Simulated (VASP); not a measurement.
A run of VASP 6.6.1:

Contents of INCAR:

```
  ALGO = Normal
  EDIFF = 1E-6
  EDIFFG = -0.04
  ENCUT = 600
  GGA = PE
  IBRION = 2
  ISIF = 3
  ISMEAR = 0
  LASPH = T
  LCHARG = F
  LREAL = F
  LWAVE = F
  NELM = 60
  NSW = 90
  PREC = Accurate
  SIGMA = 0.1
```

KPOINTS

```
k-points
0
Gamma
  6 6 2
```

File POSCAR:

```
GaAsSe2
1.0
    4.1523492700      0.0000000000      0.0000000000
   -2.0761746300      3.5960399500      0.0000000000
    0.0000000000      0.0000000000      7.6905634500
Ga As Se
1 1 2
Direct
    0.0000000000      0.0000000000      0.0000000000
    0.0000000000      0.0000000000      0.5000000000
    0.0000000000      0.0000000000      0.2778703100
    0.0000000000      0.0000000000      0.7221296900
```

Potentials or basis: VASP PAW PBE potentials, release 64 (Ga_d, As, Se).

Run with:

```bash
$ cat potpaw_PBE.64/Ga_d/POTCAR potpaw_PBE.64/As/POTCAR potpaw_PBE.64/Se/POTCAR > POTCAR
$ mpirun -np 1 vasp_std > vasp.out
```

Hardware: 1 thread of Intel(R) Xeon(R) 6975P-C (Granite Rapids) (shared host).

Problem. Estimate the wall time of this run.

Solution. Wall time 12 min on 1 thread of Intel(R) Xeon(R) 6975P-C (Granite Rapids) (shared host), peak memory 0.33 GiB. Counts: scf iterations 516, k points 14, ion steps 39.
